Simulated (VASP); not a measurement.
# Zn (P6_3/mmc) in VASP: notebook, part 2 of 2

VASP 6.6.1. The steps go on from the part before.

## 3. Single point, PBE

File INCAR:

```
SYSTEM = Zn
ALGO = Fast
EDIFF = 1E-6
ENCUT = 520
GGA = PE
ISIF = 2
ISMEAR = 1
LASPH = .TRUE.
LCHARG = .FALSE.
LREAL = .FALSE.
LWAVE = .FALSE.
NBANDS = 19
NELM = 100
PREC = Accurate
SIGMA = 0.025
```

File KPOINTS:

```
k-points
0
G
  10 10 5
  0 0 0
```

File POSCAR:

```
Zn
1.0
    2.6700000000      0.0000000000      0.0000000000
   -1.3350000000      2.3122878281      0.0000000000
    0.0000000000      0.0000000000      4.9660000000
Zn
2
Direct
    0.6666666667      0.3333333333      0.7500000000
    0.3333333333      0.6666666667      0.2500000000
```

Potentials or basis: VASP PAW PBE potentials, release 64 (Zn).

On the command line:

```sh
cat potpaw_PBE.64/Zn/POTCAR > POTCAR
mpirun -np 1 vasp_std > vasp.out
```

It took 8.7 s on 1 thread of Intel Xeon 6975P-C (Granite Rapids), shared host; peak memory 0.14 GiB.

It converged, with:

```
Free energy            : -2.2296 eV
Pressure               : -0.4 GPa
Band gap on the k mesh : zero (band 12 reaches 4.15 eV, above the bottom of band 13 at -0.01 eV)
```

Stress tensor (GPa, compression positive):
```
-0.72  0.00  0.00
 0.00 -0.72  0.00
 0.00  0.00  0.13
```

Levels at points of the mesh, in eV from the Fermi level:
```csv
k point,band 10,band 11,band 12,band 13,band 14,band 15
"(0.00, 0.00, 0.00)",-6.86,-6.86,-3.37,-2.84,13.72,17.35
"(0.50, 0.00, 0.00)",-6.66,-2.57,-1.92,2.83,3.77,4.26
```

## 4. Single point, PBE

File INCAR:

```
PREC     = Accurate       # precision mode
ENCUT    = 520            # plane-wave cutoff, eV
EDIFF    = 1E-7           # SCF threshold, eV
ISMEAR   = 1              # smearing method
SIGMA    = 0.01           # smearing width, eV
LREAL    = False          # projectors in reciprocal space
LASPH    = True           # aspherical terms in the spheres
NELM     = 80             # most SCF steps
ALGO     = Fast           # electronic algorithm
ISIF     = 2              # what is computed and relaxed
LWAVE    = False          # write WAVECAR
LCHARG   = False          # write CHGCAR
GGA      = PE             # functional
NBANDS   = 19             # bands
```

File KPOINTS:

```
Automatic mesh
0
Gamma
  10 10 5
```

POSCAR is that of step 3.

On the command line:

```sh
cat potpaw_PBE.64/Zn/POTCAR > POTCAR
mpirun -np 1 vasp_std > vasp.out
```

Run time: 9.5 s. Hardware: 1 thread of Intel Xeon 6975P-C (Granite Rapids), shared host; peak memory 0.14 GiB.

Results (log left out):

* Free energy: -2.2295 eV
* Pressure: -0.6 GPa
* Band gap on the k mesh: zero (band 12 reaches 4.15 eV, above the bottom of band 13 at -0.01 eV)

Stress tensor (GPa, compression positive):
```
-0.88  0.00  0.00
 0.00 -0.88  0.00
 0.00  0.00 -0.02
```

Levels at points of the mesh, in eV from the Fermi level:
```csv
k point,band 10,band 11,band 12,band 13,band 14,band 15
"(0.00, 0.00, 0.00)",-6.85,-6.85,-3.37,-2.83,13.72,17.36
"(0.50, 0.00, 0.00)",-6.65,-2.57,-1.92,2.83,3.77,4.27
```

## 5. Single point, PBE

File INCAR:

```
  PREC = Accurate
  ENCUT = 520
  EDIFF = 1E-6
  ISMEAR = 1
  SIGMA = 0.005
  LREAL = F
  LASPH = T
  NELM = 60
  ALGO = Fast
  ISIF = 2
  LWAVE = F
  LCHARG = F
  GGA = PE
  NBANDS = 19
```

KPOINTS is that of step 4.

POSCAR is that of step 4.

Potentials or basis: VASP PAW PBE potentials, release 64 (Zn).

On the command line:

```sh
cat potpaw_PBE.64/Zn/POTCAR > POTCAR
mpirun -np 1 vasp_std > vasp.out
```

OUTCAR:

```text
PREC = Accurate
   ENCUT = 520
   EDIFF = 1E-6
   ISMEAR = 1
   LREAL = F
   LASPH = T
   NELM = 60
   ISIF = 2
   GGA = PE

 ion  position               nearest neighbor table
   1  0.667  0.333  0.750-   2 2.92   2 2.92   2 2.92   2 2.92   2 2.92   2 2.92
   2  0.333  0.667  0.250-   1 2.92   1 2.92   1 2.92   1 2.92   1 2.92   1 2.92

  LATTYP: Found a hexagonal cell.
 ALAT       =     2.6700000000
 C/A-ratio  =     1.8599250936

  Lattice vectors:

 A1 = (   2.6700000000,   0.0000000000,   0.0000000000)
 A2 = (  -1.3350000000,   2.3122878281,   0.0000000000)
 A3 = (   0.0000000000,   0.0000000000,   4.9660000000)

Analysis of symmetry for initial positions (statically):
=====================================================================
 Subroutine PRICEL returns:
 Original cell was already a primitive cell.

 Routine SETGRP: Setting up the symmetry group for a
 hexagonal supercell.

 Subroutine GETGRP returns: Found 24 space group operations
 (whereof 12 operations were pure point group operations)
 out of a pool of 24 trial point group operations.
[... 156 lines left out ...]

 number of electron      24.0000011 magnetization

 Free energy of the ion-electron system (eV)
  ---------------------------------------------------
  ext. energy  EPLUGINS =         0.00000000
  ---------------------------------------------------
  free energy    TOTEN  =        -2.22951220 eV

  energy without entropy =       -2.22948745  energy(sigma->0) =       -2.22950395

 E-fermi :   2.8169     XC(G=0): -11.5101

 val. band max:        2.8153439148   @ k =   0.1000   0.0000   0.2000
 cond. band min:       3.0977740791   @ k =   0.4000   0.0000   0.0000
 fundamental gap:      0.2824301643
 Fermi energy:         2.8169016297

 k-point     1 :       0.0000    0.0000    0.0000
  band No.  band energies     occupation
      1      -7.2827      2.00000
      2      -5.5196      2.00000
      3      -4.8380      2.00000
      4      -4.6061      2.00000
      5      -4.6061      2.00000
      6      -4.5575      2.00000
[... 505 lines left out ...]
      6      -4.3403      2.00000
[... 11 lines left out ...]
     18      14.8406      0.00000
     19      19.0688      0.00000

 [... further k-points ...]
[... 5 lines left out ...]
  --------------------------------------------------------------------------------------
  -------------------------------------------------------------------------------------
  Total       -0.1374858     -0.1374858      0.0271890      0.0000000      0.0000000      0.0000000
  in kB       -7.1846964     -7.1846964      1.4208377      0.0000000      0.0000000      0.0000000
  external PRESSURE =      -4.3161850 kB  Pullay stress =       0.0000000 kB

 VOLUME and BASIS-vectors are now :
 -----------------------------------------------------------------------------
  energy-cutoff  :      520.00
  volume of cell :       30.66
      direct lattice vectors                 reciprocal lattice vectors
     2.670000000  0.000000000  0.000000000     0.374531835  0.216236056  0.000000000
    -1.335000000  2.312287828  0.000000000     0.000000000  0.432472112  0.000000000
     0.000000000  0.000000000  4.966000000     0.000000000  0.000000000  0.201369311

 POSITION                                       TOTAL-FORCE (eV/Angst)
 -----------------------------------------------------------------------------------
      1.33500      0.77076      3.72450        -0.000000      0.000000      0.000000
     -0.00000      1.54153      1.24150         0.000000     -0.000000      0.000000
 -----------------------------------------------------------------------------------
    total drift:                               -0.000000      0.000000      0.000000

  FREE ENERGIE OF THE ION-ELECTRON SYSTEM (eV)
  ---------------------------------------------------
  free  energy   TOTEN  =        -2.2295122035 eV

  energy  without entropy=       -2.2294874466  energy(sigma->0) =       -2.22950395
```

Wall time 9 s (1 thread of Intel Xeon 6975P-C (Granite Rapids), shared host); peak memory 0.14 GiB.

Results:

```
Free energy            : -2.2295 eV
Pressure               : -0.4 GPa
Band gap on the k mesh : zero (band 12 reaches 4.15 eV, above the bottom of band 13 at -0.01 eV)
```

Levels at points of the mesh, in eV from the Fermi level:
```
           k point  band 10  band 11  band 12  band 13  band 14  band 15
(0.00, 0.00, 0.00)    -6.85    -6.85    -3.36    -2.83    13.72    17.36
(0.50, 0.00, 0.00)    -6.65    -2.57    -1.91     2.83     3.77     4.27
```

## 6. Summary

```tsv
smearing	gap on the mesh (eV)	pressure (GPa)
methfessel-paxton 0.05 eV	none	-0.5
methfessel-paxton 0.025 eV	none	-0.4
methfessel-paxton 0.01 eV	none	-0.6
methfessel-paxton 0.005 eV	none	-0.4
```

Alike in all rows: task single point; level PBE; potentials or basis VASP PAW PBE potentials, release 64 (Zn); no spin polarisation; cell as given; k mesh 10 × 10 × 5; cutoff (eV) 520.

Every run on the cell as given and a fine mesh finds a metal.

Absolute energies hang on the potentials; compare differences alone.
